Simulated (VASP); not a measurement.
# AlNi (Cmmm) in VASP: single point with r2SCAN

Aim: the single point of AlNi with r2SCAN.

Everything below comes from runs of VASP 6.6.1. Logs are shortened: lines on timing, memory, paths and dates and some standing lists are left out, and cuts for length are marked.

### Step 1. The cell of the first run

Symmetry: Cmmm, No. 65, orthorhombic system. Conventional cell: a = 3.877 Å, b = 3.906 Å, c = 3.099 Å, α = 90.00°, β = 90.00°, γ = 90.00°. Within 3.3 Å of Al (site symmetry mmm) lie 8 Ni at 2.48 to 2.49 Å and 6 Al at 2.75 to 3.10 Å. Ni (site symmetry mmm) has 8 Al at 2.48 to 2.49 Å and 6 Ni at 2.75 to 3.10 Å within 3.3 Å.

### Step 2. Single point, r2SCAN, collinear spin, ferromagnetic start

Contents of POSCAR:

```
AlNi
1.0
    1.9386940000     -1.9531901500      0.0000000000
    1.9386940000      1.9531901500      0.0000000000
    0.0000000000      0.0000000000      3.0994300413
Al Ni
1 1
Direct
    0.0000000000      0.0000000000      0.0000000000
    0.5000000000      0.5000000000      0.5000000000
```

Contents of INCAR.step1:

```
ALGO     = Normal         # electronic algorithm
EDIFF    = 1E-4           # SCF threshold, eV
ENCUT    = 520            # plane-wave cutoff, eV
GGA      = PE             # functional
ISMEAR   = 0              # smearing method
ISPIN    = 2              # spin polarisation
LASPH    = True           # aspherical terms in the spheres
LCHARG   = False          # write CHGCAR
LMAXMIX  = 4              # l up to which the mixer works
LREAL    = False          # projectors in reciprocal space
LWAVE    = True           # write WAVECAR
MAGMOM   = 0 2            # initial moments
NBANDS   = 18             # bands
NELM     = 150            # most SCF steps
PREC     = Accurate       # precision mode
SIGMA    = 0.1            # smearing width, eV
```

Contents of INCAR.step2:

```
ALGO     = Normal         # electronic algorithm
EDIFF    = 1E-6           # SCF threshold, eV
ENCUT    = 520            # plane-wave cutoff, eV
ISIF     = 2              # what is computed and relaxed
ISMEAR   = 0              # smearing method
ISPIN    = 2              # spin polarisation
ISTART   = 1            
LASPH    = True           # aspherical terms in the spheres
LCHARG   = False          # write CHGCAR
LMAXMIX  = 4              # l up to which the mixer works
LMIXTAU  = True         
LORBIT   = 11             # projections on sites
LREAL    = False          # projectors in reciprocal space
LWAVE    = False          # write WAVECAR
MAGMOM   = 0 2            # initial moments
METAGGA  = R2SCAN         # meta-GGA
NBANDS   = 18             # bands
NELM     = 150            # most SCF steps
PREC     = Accurate       # precision mode
SIGMA    = 0.1            # smearing width, eV
```

Contents of KPOINTS:

```
k-points
0
Gamma
  6 6 6
```

Potentials or basis: VASP PAW PBE potentials, release 64 (Al, Ni).

Launch:

```bash
cat potpaw_PBE.64/Al/POTCAR potpaw_PBE.64/Ni/POTCAR > POTCAR
cp INCAR.step1 INCAR
mpirun -np 1 vasp_std > vasp.out
cp INCAR.step2 INCAR
mpirun -np 1 vasp_std > vasp.out
```

OUTCAR:

```text
EDIFF = 1E-6
   ENCUT = 520
   ISIF = 2
   ISMEAR = 0
   ISPIN = 2
   ISTART = 1
   LASPH = True
   LORBIT = 11
   LREAL = False
   METAGGA = R2SCAN
   NELM = 150
   PREC = Accurate

 ion  position               nearest neighbor table
   1  0.000  0.000  0.000-   2 2.48   2 2.48   2 2.48   2 2.48   2 2.49   2 2.49   2 2.49   2 2.49

   2  0.500  0.500  0.500-   1 2.48   1 2.48   1 2.48   1 2.48   1 2.49   1 2.49   1 2.49   1 2.49

  LATTYP: Found a base centered orthorhombic cell.
 ALAT       =     3.8773880000
 B/A-ratio  =     1.0074772759
 C/A-ratio  =     0.7993603017

  Lattice vectors:

 A1 = (   1.9386940000,  -1.9531901500,   0.0000000000)
 A2 = (   1.9386940000,   1.9531901500,   0.0000000000)
 A3 = (   0.0000000000,   0.0000000000,   3.0994300413)

Analysis of symmetry for initial positions (statically):
=====================================================================
 Subroutine PRICEL returns:
 Original cell was already a primitive cell.

 Routine SETGRP: Setting up the symmetry group for a
 base centered orthorhombic supercell.

 Subroutine GETGRP returns: Found  8 space group operations
 (whereof  8 operations were pure point group operations)
 out of a pool of  8 trial point group operations.

The static configuration has the point symmetry D_2h.

Analysis of symmetry for dynamics (positions and initial velocities):
=====================================================================
 Subroutine PRICEL returns:
 Original cell was already a primitive cell.

 Routine SETGRP: Setting up the symmetry group for a
 base centered orthorhombic supercell.

 Subroutine GETGRP returns: Found  8 space group operations
 (whereof  8 operations were pure point group operations)
 out of a pool of  8 trial point group operations.

The dynamic configuration has the point symmetry D_2h.

Analysis of structural, dynamic, and magnetic symmetry:
=====================================================================
 Subroutine PRICEL returns:
 Original cell was already a primitive cell.

 Routine SETGRP: Setting up the symmetry group for a
 base centered orthorhombic supercell.

 Subroutine GETGRP returns: Found  8 space group operations
 (whereof  8 operations were pure point group operations)
 out of a pool of  8 trial point group operations.

The overall configuration has the point symmetry D_2h.

 Subroutine INISYM returns: Found  8 space group operations
 (whereof  8 operations are pure point group operations),
 and found     1 'primitive' translations

[... 119 lines left out ...]
   METAGGA = R2SCAN    functional components
   LHFCALC =     F    Hartree Fock is set to
   AEXX    =    0.0000 exact exchange contribution
   IVDW    =     0    specifies the selected vdW correction
   LEPSILON=     F    determine dielectric tensor
   LRPA    =     F    only Hartree local field effects (RPA)
 spin polarized calculation
 Gauss-broadening in eV      SIGMA  =   0.10
  energy-cutoff  :      520.00
  volume of cell :       23.47
 maximum number of plane-waves:       646
   NGX = 11   NGY = 11   NGZ = 11

 number of electron      13.0000021 magnetization      -0.0000001

 number of electron      13.0000021 magnetization       0.0000002

 Free energy of the ion-electron system (eV)
  ---------------------------------------------------
  ext. energy  EPLUGINS =         0.00000000
  ---------------------------------------------------
  free energy    TOTEN  =       -20.03072054 eV

  energy without entropy =      -20.02668232  energy(sigma->0) =      -20.02870143

 E-fermi :  10.2952     XC(G=0): -13.1114

 val. band max:       10.0222461840   @ k =   0.5000   0.3333   0.3333
 cond. band min:      10.3328405763   @ k =   0.3333   0.1667   0.3333
 fundamental gap:      0.3105943923
 Fermi energy:        10.2952395412

 spin component 1

 k-point     1 :       0.0000    0.0000    0.0000
  band No.  band energies     occupation
      1      -1.7341      1.00000
      2       6.5793      1.00000
      3       6.7665      1.00000
      4       8.4336      1.00000
      5       8.4518      1.00000
      6       8.6762      1.00000
[... 493 lines left out ...]
     17      37.2614      0.00000
     18      38.1041      0.00000

 [... further k-points ...]

 spin component 2

 k-point     1 :       0.0000    0.0000    0.0000
  band No.  band energies     occupation
      1      -1.7341      1.00000
      2       6.5793      1.00000
      3       6.7665      1.00000
      4       8.4336      1.00000
      5       8.4518      1.00000
      6       8.6762      1.00000
[... 493 lines left out ...]
     17      37.2614      0.00000
     18      38.1041      0.00000

 [... further k-points ...]

------------------------ aborting loop because EDIFF is reached ----------------------------------------

  FORCE on cell =-STRESS in cart. coord.  units (eV):
  Direction    XX          YY          ZZ          XY          YZ          ZX
  --------------------------------------------------------------------------------------
  -------------------------------------------------------------------------------------
  Total        0.4130289      0.1317707     -0.4075974      0.0000000      0.0000000      0.0000000
  in kB       28.1919701      8.9942280    -27.8212297      0.0000000      0.0000000      0.0000000
  external PRESSURE =       3.1216562 kB  Pullay stress =       0.0000000 kB

 VOLUME and BASIS-vectors are now :
 -----------------------------------------------------------------------------
  energy-cutoff  :      520.00
  volume of cell :       23.47
      direct lattice vectors                 reciprocal lattice vectors
     1.938694000 -1.953190150  0.000000000     0.257905580 -0.255991461  0.000000000
     1.938694000  1.953190150  0.000000000     0.257905580  0.255991461  0.000000000
     0.000000000  0.000000000  3.099430041     0.000000000  0.000000000  0.322639965

 POSITION                                       TOTAL-FORCE (eV/Angst)
 -----------------------------------------------------------------------------------
      0.00000      0.00000      0.00000        -0.000000      0.000000      0.000000
      1.93869      0.00000      1.54972         0.000000     -0.000000      0.000000
 -----------------------------------------------------------------------------------
    total drift:                                0.000000      0.000000      0.000000

  FREE ENERGIE OF THE ION-ELECTRON SYSTEM (eV)
  ---------------------------------------------------
  free  energy   TOTEN  =       -20.0307205356 eV

  energy  without entropy=      -20.0266823234  energy(sigma->0) =      -20.02870143

 total charge

# of ion       s       p       d       tot
------------------------------------------
    1        0.386   0.435   0.000   0.821
    2        0.496   0.560   8.486   9.542
--------------------------------------------------
tot          0.882   0.995   8.486  10.363

 magnetization (x)

# of ion       s       p       d       tot
------------------------------------------
    1       -0.000  -0.000   0.000  -0.000
    2       -0.000  -0.000  -0.000  -0.000
--------------------------------------------------
tot         -0.000  -0.000  -0.000  -0.000
```

OSZICAR.step1:

```text
N       E                     dE             d eps       ncg     rms          rms(c)
DAV:   1     0.465234719052E+02    0.46523E+02   -0.49767E+03  3848   0.753E+02
DAV:   2    -0.902576795211E+01   -0.55549E+02   -0.48674E+02  4104   0.164E+02
DAV:   3    -0.116645139647E+02   -0.26387E+01   -0.25904E+01  4490   0.366E+01
DAV:   4    -0.116992239850E+02   -0.34710E-01   -0.34676E-01  4432   0.371E+00
DAV:   5    -0.116999747891E+02   -0.75080E-03   -0.75075E-03  4470   0.597E-01    0.145E+01
DAV:   6    -0.143596213898E+02   -0.26596E+01   -0.44501E+01  4254   0.794E+01    0.177E+01
DAV:   7    -0.105143337591E+02    0.38453E+01   -0.13531E+01  4286   0.463E+01    0.192E+00
DAV:   8    -0.105053402475E+02    0.89935E-02   -0.40271E-01  4968   0.599E+00    0.115E+00
DAV:   9    -0.104921047442E+02    0.13236E-01   -0.36350E-02  4772   0.185E+00    0.597E-01
DAV:  10    -0.104917159145E+02    0.38883E-03   -0.17278E-03  4912   0.361E-01    0.204E-01
DAV:  11    -0.104914496060E+02    0.26631E-03   -0.66718E-04  4436   0.204E-01    0.784E-02
DAV:  12    -0.104914737926E+02   -0.24187E-04   -0.10382E-04  2192   0.937E-02
   1 F= -.10491474E+02 E0= -.10489343E+02  d E =-.426246E-02  mag=    -0.0009
```

Run time: 1.8 min. Hardware: 1 thread of Intel Xeon Platinum 8488C (Sapphire Rapids), shared host; peak memory 0.17 GiB.

What came out:

```yaml
Free_energy: -20.0307 eV
Pressure: 0.3 GPa
Net_moment: 0.00 μB per cell
Valence_electrons_inside_the_program's_atomic_spheres: Al 0.82; Ni 9.54
```

Stress tensor (GPa, compression positive):
```
 2.82  0.00  0.00
 0.00  0.90  0.00
 0.00  0.00 -2.78
```

Levels at points of the mesh, in eV from the Fermi level:
Spin up:
```
           k point  band 4  band 5  band 6  band 7  band 8  band 9  band 10  band 11
(0.00, 0.00, 0.00)   -1.86   -1.84   -1.62    2.99    7.25    7.38     7.42     8.82
(0.50, 0.00, 0.00)   -3.00   -2.36   -1.73   -0.50    8.04    8.14     9.80    12.12
(0.50, 0.50, 0.00)   -2.69   -2.68   -2.64   -1.00    2.19    3.38    11.50    14.14
(0.00, 0.00, 0.50)   -2.31   -2.29   -1.58   -1.43    8.62   11.67    11.71    12.12
(0.50, 0.00, 0.50)   -3.25   -2.28   -2.12   -1.41    1.26    2.25    14.54    16.17
(0.50, 0.50, 0.50)   -1.38   -0.99    1.71    1.98    2.10    4.08     4.18     4.54
```
Spin down:
```
           k point  band 5  band 6  band 7  band 8  band 9  band 10
(0.00, 0.00, 0.00)   -1.84   -1.62    2.99    7.25    7.38     7.42
(0.50, 0.00, 0.00)   -2.36   -1.73   -0.50    8.04    8.14     9.80
(0.50, 0.50, 0.00)   -2.68   -2.64   -1.00    2.19    3.38    11.50
(0.00, 0.00, 0.50)   -2.29   -1.58   -1.43    8.62   11.67    11.71
(0.50, 0.00, 0.50)   -2.28   -2.12   -1.41    1.26    2.25    14.54
(0.50, 0.50, 0.50)   -0.99    1.71    1.98    2.10    4.08     4.18
```

Caveat: the k points lie up to 0.38 Å⁻¹ apart; the starting moments collapsed, and a magnetic state may lie lower; the PAW data sets were made with another functional, which shifts forces and pressure a little.
